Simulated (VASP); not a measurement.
A run of VASP 6.6.1 is set up as follows.

Contents of INCAR:

```
SYSTEM = ScW
ALGO = Normal ; EDIFF = 1E-6
ENCUT = 500 ; GGA = PE
GGA_COMPAT = .False. ; ISIF = 2
ISMEAR = 0 ; LASPH = .True.
LCHARG = .False. ; LREAL = .False.
LWAVE = .False. ; NBANDS = 20
NELM = 120 ; PREC = Accurate
SIGMA = 0.2
```

Contents of KPOINTS:

```
k-points
0
Gamma
  6 6 6
  0 0 0
```

POSCAR

```
ScW
1.0
    3.3314125731      0.0000000000      0.0000000000
    0.0000000000      3.3314125731      0.0000000000
    0.0000000000      0.0000000000      3.3314125731
Sc W
1 1
Direct
    0.0000000000      0.0000000000      0.0000000000
    0.5000000000      0.5000000000      0.5000000000
```

Potentials or basis: VASP PAW PBE potentials, release 64 (Sc_sv, W_sv).

Run with:

```console
$ cat potpaw_PBE.64/Sc_sv/POTCAR potpaw_PBE.64/W_sv/POTCAR > POTCAR
$ mpirun -np 1 vasp_std > vasp.out
```

Q: What does it give for the band gap on the k mesh?

A: Zero (an odd number of electrons rules out a gap without spin polarisation).

Q: Estimate the pressure.

A: 0.2 GPa.

Caveat: spin-orbit coupling is left out, which moves the levels of the heavy elements.
